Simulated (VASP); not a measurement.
Crystal: HfSeS4.

```xyz
6
Lattice="0.0000 4.0607 4.0607 4.0607 0.0000 4.0607 4.0607 4.0607 0.0000" Properties=species:S:1:pos:R:3 pbc="T T T"
Hf    6.0910    6.0910    6.0910
Se    0.0000    0.0000    0.0000
S     3.0414    5.0799    5.0799
S     3.0414    3.0414    3.0414
S     5.0799    3.0414    5.0799
S     5.0799    5.0799    3.0414
```

```yaml
Program: VASP 6.6.1
Task: relaxation of cell and atoms
Functional: PBE
Potentials_or_basis: VASP PAW PBE potentials, release 64 (Hf_pv, Se, S)
Cutoff: 600 eV
k_mesh: 4 × 4 × 4
Occupations: gaussian, width 0.1 eV
Spin: no spin polarisation
```

At the start: pressure -13.8 GPa; volume 22.32 Å³/atom.

Q: Where does the relaxation end?

A: Over 6 steps the energy falls by 292.9 meV/atom and the volume is 17.12 Å³/atom (-23.3 %); space group F-43m (No. 216, to 0.05 Å).

Step by step:
```tsv
step	energy change (eV)	largest force (eV/Å)	pressure (GPa)	volume (Å³)
1	0.0000	0.2431	-13.81	133.91
2	-1.7314	0.2629	2.27	99.98
3	-1.7468	0.2682	0.15	102.19
4	-1.7462	0.2695	-0.37	102.77
5	-1.7557	0.1090	-0.35	102.74
6	-1.7577	0.0004	-0.31	102.73
```

Final structure:
```cif
data_structure
_symmetry_space_group_name_H-M 'P 1'
_symmetry_Int_Tables_number 1
_cell_length_a 5.2569
_cell_length_b 5.2569
_cell_length_c 5.2569
_cell_angle_alpha 60.000
_cell_angle_beta 60.000
_cell_angle_gamma 60.000
_cell_volume 102.73
loop_
_atom_site_label
_atom_site_type_symbol
_atom_site_fract_x
_atom_site_fract_y
_atom_site_fract_z
_atom_site_occupancy
Hf1 Hf 0.75000 0.75000 0.75000 1
Se1 Se 0.00000 0.00000 0.00000 1
S1 S 0.86926 0.37691 0.37691 1
S2 S 0.37691 0.37691 0.37691 1
S3 S 0.37691 0.86926 0.37691 1
S4 S 0.37691 0.37691 0.86926 1
```

Caveat: the volume moved by over 15 % at a fixed basis, so the end points are rough.
